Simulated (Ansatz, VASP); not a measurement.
**Al2O3 in VASP and in Ansatz**

```xyz
5
Lattice="2.9417 0.0000 0.0000 -1.4708 2.5476 0.0000 0.0000 0.0000 7.4858" Properties=species:S:1:pos:R:3 pbc="T T T"
Al    0.0000    0.0000    1.4278
Al    0.0000    0.0000    6.0580
O     0.0000    1.6984    2.1267
O     1.4708    0.8492    0.0000
O     0.0000    1.6984    5.3591
```

Alike in both runs: task single point; functional PBE; dispersion D3(BJ); k mesh 9 × 9 × 4; occupations gaussian, width 0.05 eV; no spin polarisation.

```csv
,VASP,Ansatz
version,VASP 6.6.1,Ansatz 0.2.0
potentials or method,"VASP PAW PBE potentials, release 64 (Al, O), cutoff 520 eV","scalar-relativistic, plane waves, PAW"
valence electrons in the cell,24,24
```

```csv
,VASP,Ansatz,Ansatz less VASP
gap on the k mesh at the Fermi level (eV),3.90,3.92,+0.022
least direct gap on the mesh (eV),3.99,4.01,+0.021
pressure (GPa),-12.3,-12.2,+0.02
"traceless stress, the component that is largest in VASP (GPa)",3.70,3.92,+0.214
rms of the force components (eV/Å),0.318,0.306,-0.0125
```

Atom by atom the forces differ by 0.015 eV/Å (rms over components).
